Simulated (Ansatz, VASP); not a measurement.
Two plane-wave programs on P4C

```
CELL_PARAMETERS angstrom
4.04093 0.00000 0.00000
0.00000 4.04093 0.00000
0.00000 0.00000 4.04093
ATOMIC_POSITIONS crystal
P 0.50000 0.00000 0.00000
P 0.00000 0.50000 0.00000
P 0.00000 0.00000 0.50000
P 0.50000 0.50000 0.50000
C 0.00000 0.00000 0.00000
```

Change from the starting cell: species swapped into the Co4N type (Pm-3m, No. 221).

Alike in both runs: functional PBE; k mesh 10 × 10 × 10; occupations gaussian, width 0.1 eV; no spin polarisation.

Ansatz relaxed the structure, and its values are those at the end. VASP's run is a single point on that final structure, the one shown.

```csv
,VASP,Ansatz
version,VASP 6.6.1,Ansatz 0.2.0
potentials or method,"VASP PAW PBE potentials, release 64 (P, C), cutoff 520 eV","scalar-relativistic, plane waves, PAW"
valence electrons in the cell,24,24
```

|  | VASP | Ansatz | Ansatz less VASP |
| --- | --- | --- | --- |
| gap on the k mesh at the Fermi level (eV) | none | none | - |
| pressure (GPa) | -0.2 | 0.0 | +0.18 |

A gap of «none» marks a metal or a gap that the smearing closes.
